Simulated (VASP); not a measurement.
The system is NbIn2S3.

```
CELL_PARAMETERS angstrom
3.75244 0.00000 0.00000
0.00000 3.75244 0.00000
0.00000 0.00000 8.41617
ATOMIC_POSITIONS crystal
Nb 0.50000 0.50000 0.00000
In 0.50000 0.00000 0.73448
In 0.00000 0.50000 0.26552
S 0.50000 0.00000 0.38616
S 0.00000 0.50000 0.61384
S 0.00000 0.00000 0.00000
```

```yaml
Program: VASP 6.6.1
Task: relaxation of cell and atoms
Functional: PBE
Potentials_or_basis: VASP PAW PBE potentials, release 64 (Nb_sv, In_d, S)
Cutoff: 600 eV
k_mesh: 4 × 4 × 2
Occupations: gaussian, width 0.1 eV
Spin: collinear spin, zero start
Starting_moments: "[0.0, 0.0, 0.0, 0.0, 0.0, 0.0] μB"
```

At the start: pressure -0.4 GPa; volume 19.75 Å³/atom.

Q: How do energy, volume and symmetry change on relaxing?

A: Over 27 steps the energy falls by 210.9 meV/atom and the volume is 21.39 Å³/atom (+8.3 %); space group P-4m2 (No. 115, to 0.05 Å); moment 0.00 μB per cell.

Step by step:
| step | energy change (eV) | largest force (eV/Å) | pressure (GPa) | volume (Å³) |
| --- | --- | --- | --- | --- |
| 1 | 0.0000 | 2.1001 | -0.44 | 118.51 |
| 2 | -0.7353 | 1.1617 | 0.26 | 117.41 |
| 3 | -1.0675 | 0.0534 | 3.66 | 115.90 |
| 4 | -1.0684 | 0.0784 | 4.11 | 115.76 |
| 5 | -1.1474 | 0.0904 | -2.10 | 125.97 |
| 6 | -1.1624 | 0.0771 | -0.55 | 122.91 |
| 7 | -1.1830 | 0.2242 | 0.00 | 123.48 |
| 8 | -1.1855 | 0.2968 | 0.33 | 123.75 |
| 9 | -1.1973 | 0.2625 | -0.24 | 124.98 |
| 10 | -1.2055 | 0.1826 | -1.18 | 127.20 |
| 11 | -1.2107 | 0.1775 | -1.01 | 127.13 |
| 12 | -1.2200 | 0.1888 | -0.46 | 126.90 |
| 13 | -1.2207 | 0.2159 | -0.22 | 126.81 |
| 14 | -1.2241 | 0.2022 | -0.13 | 126.59 |
| 15 | -1.2325 | 0.1631 | 0.17 | 125.94 |
| 16 | -1.2415 | 0.0954 | 0.81 | 124.65 |
| 17 | -1.2455 | 0.0957 | 0.41 | 125.11 |
| 18 | -1.2477 | 0.1138 | -0.30 | 125.97 |
| 19 | -1.2478 | 0.1107 | -0.18 | 125.82 |
| 20 | -1.2494 | 0.0936 | -0.16 | 125.92 |
| 21 | -1.2532 | 0.0461 | -0.15 | 126.20 |
| 22 | -1.2568 | 0.0442 | -0.09 | 126.76 |
| 23 | -1.2601 | 0.0754 | 0.40 | 126.58 |
| 24 | -1.2603 | 0.0850 | 0.56 | 126.52 |
| 25 | -1.2624 | 0.0755 | 0.43 | 126.97 |
| 26 | -1.2652 | 0.0410 | 0.02 | 128.30 |
| 27 | -1.2652 | 0.0395 | 0.01 | 128.36 |

Final structure:
```
Nb In S
1.0
     3.51624    0.00000    0.00000
     0.00000    3.51624    0.00000
     0.00000    0.00000   10.38142
Nb In S
1 2 3
Cartesian
  1.7581 1.7581 0.0000
  1.7581 0.0000 7.5653
  0.0000 1.7581 2.8161
  1.7581 0.0000 3.7761
  0.0000 1.7581 6.6053
  0.0000 0.0000 0.0000
```

Caveat: the k points lie up to 0.45 Å⁻¹ apart in the final cell.
